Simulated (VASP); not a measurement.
The system is GaN.

```
Ga N
1.0
     3.18000    0.00000    0.00000
    -1.59000    2.75396    0.00000
     0.00000    0.00000    5.16600
Ga N
2 2
Direct
  0.33333 0.66667 0.00000
  0.66667 0.33333 0.50000
  0.33333 0.66667 0.37500
  0.66667 0.33333 0.87500
```

* Program: VASP 6.6.1
* Task: relaxation of cell and atoms
* Functional: PBE
* Dispersion: D3(BJ)
* Potentials or basis: VASP PAW PBE potentials, release 64 (Ga_d, N)
* Cutoff: 600 eV
* k mesh: 12 × 12 × 4
* Occupations: gaussian, width 0.01 eV
* Spin: no spin polarisation

At the start: pressure 3.4 GPa; volume 11.31 Å³/atom.

Where does the relaxation end?

Over 6 steps the energy falls by 2.6 meV/atom and the volume is 11.51 Å³/atom (+1.8 %); space group P6_3mc (No. 186, to 0.05 Å).

The path:
| step | energy change (eV) | largest force (eV/Å) | pressure (GPa) | volume (Å³) |
| --- | --- | --- | --- | --- |
| 1 | 0.0000 | 0.1336 | 3.38 | 45.24 |
| 2 | -0.0025 | 0.0833 | -2.80 | 46.82 |
| 3 | -0.0103 | 0.0072 | 0.10 | 46.08 |
| 4 | -0.0103 | 0.0036 | -0.30 | 46.10 |
| 5 | -0.0102 | 0.0060 | 0.43 | 45.97 |
| 6 | -0.0103 | 0.0048 | 0.03 | 46.06 |

Final structure:
```yaml
crystal:
  lattice:
    - [3.19491, 0.00000, 0.00000]
    - [-1.59746, 2.76688, 0.00000]
    - [0.00000, 0.00000, 5.21032]
  atoms:
    - { symbol: Ga, position: [0.33333, 0.66667, 0.99930] }
    - { symbol: Ga, position: [0.66667, 0.33333, 0.49930] }
    - { symbol: N, position: [0.33333, 0.66667, 0.37570] }
    - { symbol: N, position: [0.66667, 0.33333, 0.87570] }
```
